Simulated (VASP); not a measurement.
Runs of VASP 6.6.1 on Pt. The structure is that of space group R-3m (No. 166), or close to it. The cells are those of the table. 

```csv
cell,further INCAR settings,gap on the mesh (eV),pressure (GPa)
"a = 2.578 Å, angles 101.6°, 1 atom",ALGO = Fast; EDIFF = 1e-06; NBANDS = 11,none,10.2
"a = 3.136 Å, angles 115.8°, 1 atom",ALGO = Fast; EDIFF = 1e-06; NBANDS = 11,none,120.8
"a = 2.529 Å, angles 95.9°, 1 atom",ALGO = Fast; EDIFF = 1e-06; NBANDS = 11,none,(b)
"a = 3.310 Å, angles 117.0°, 1 atom",ALGO = Fast; EDIFF = 1e-07; NBANDS = 11,none,233.9
"a = 2.990 Å, angles 114.3°, 1 atom",ALGO = Fast; EDIFF = 1e-06; NBANDS = 11,none,(a)
```

Alike in all rows: task single point; level PBEsol; potentials or basis VASP PAW PBE potentials, release 64 (Pt); no spin polarisation; k mesh 24 × 24 × 24; cutoff (eV) 520; smearing gaussian 0.15 eV.

Task: Estimate the missing entries.

Result: (a) 45.3; (b) 20.0.

Caveats: the PAW data sets were made with another functional, which shifts forces and pressure a little; spin-orbit coupling is left out, which moves the levels of the heavy elements.

A k mesh can miss the band edges, and the runs leave out spin-orbit coupling on Pt.

A gap of «none» marks levels without a gap at the run's occupations.
